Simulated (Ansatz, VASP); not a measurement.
**Bi in VASP and in Ansatz**

POSCAR

```
Bi
1.0
    3.5237269157      0.0000000000      0.0000000000
   -1.7618634579      3.0516370249      0.0000000000
    0.0000000000      0.0000000000      5.7975240340
Bi
2
Direct
    0.3333333333      0.6666666667      0.2500000000
    0.6666666667      0.3333333333      0.7500000000
```

Contents of INCAR.step1:

```
SYSTEM = Bi
ALGO     = Normal         ! electronic algorithm
EDIFF    = 1E-4           ! SCF threshold, eV
ENCUT    = 520            ! plane-wave cutoff, eV
GGA      = PE             ! functional
ISMEAR   = -1             ! smearing method
LASPH    = .True.         ! aspherical terms in the spheres
LCHARG   = .False.        ! write CHGCAR
LREAL    = .False.        ! projectors in reciprocal space
LWAVE    = .True.         ! write WAVECAR
NBANDS   = 22             ! bands
NELM     = 80             ! most SCF steps
PREC     = Accurate       ! precision mode
SIGMA    = 0.1            ! smearing width, eV
```

File INCAR.step2:

```
SYSTEM = Bi
ALGO     = Normal         ! electronic algorithm
EDIFF    = 1E-6           ! SCF threshold, eV
ENCUT    = 520            ! plane-wave cutoff, eV
ISIF     = 2              ! what is computed and relaxed
ISMEAR   = -1             ! smearing method
ISTART   = 1            
LASPH    = .True.         ! aspherical terms in the spheres
LCHARG   = .False.        ! write CHGCAR
LMIXTAU  = .True.       
LREAL    = .False.        ! projectors in reciprocal space
LWAVE    = .False.        ! write WAVECAR
METAGGA  = R2SCAN         ! meta-GGA
NBANDS   = 22             ! bands
NELM     = 80             ! most SCF steps
PREC     = Accurate       ! precision mode
SIGMA    = 0.1            ! smearing width, eV
```

KPOINTS

```
k-points
0
Gamma
  12 12 6
  0 0 0
```

Input for Ansatz:

```yaml
crystal:
  lattice:
    - [3.5237269157, 0.0, 0.0]
    - [-1.7618634579, 3.0516370249, 0.0]
    - [0.0, 0.0, 5.797524034]
  atoms:
    - { symbol: Bi, position: [0.3333333333, 0.6666666667, 0.25] }
    - { symbol: Bi, position: [0.6666666667, 0.3333333333, 0.75] }
hamiltonian:
  xc: r2scan
  pseudopotentials:
    kind: paw
    azcp:
      Bi: "pseudopotentials/Bi.paw.azcp"
basis:
  ecutwfc: 500
  fft_grid_basis: typed
kpoints:
  mp_grid: { grid: [12, 12, 6], shift: [0, 0, 0] }
magnetization:
  spin_polarized: false
scf:
  occupations: { method: fermi_dirac, width: 0.1 }
  lower_state_search: "off"
output:
  stress: true
```

Alike in both runs: task single point; functional r2SCAN; k mesh 12 × 12 × 6; occupations fermi-dirac, width 0.1 eV; no spin polarisation.

|  | VASP | Ansatz |
| --- | --- | --- |
| version | VASP 6.6.1 | Ansatz 0.2.0 |
| potentials or method | VASP PAW PBE potentials, release 64 (Bi_d), cutoff 520 eV | plane waves (500 eV) with PAW, scalar-relativistic |
| valence electrons in the cell | 30 | 30 |

```tsv
	VASP	Ansatz	Ansatz less VASP
pressure (GPa)	-0.1	-0.1	+0.03
traceless stress, the component that is largest in VASP (GPa)	0.61	0.60	-0.008
```

VASP's potentials were made for PBE, not for r2SCAN. The functional is the same, so the differences come from potentials, cutoffs and numerics.

Spin-orbit coupling is off throughout.
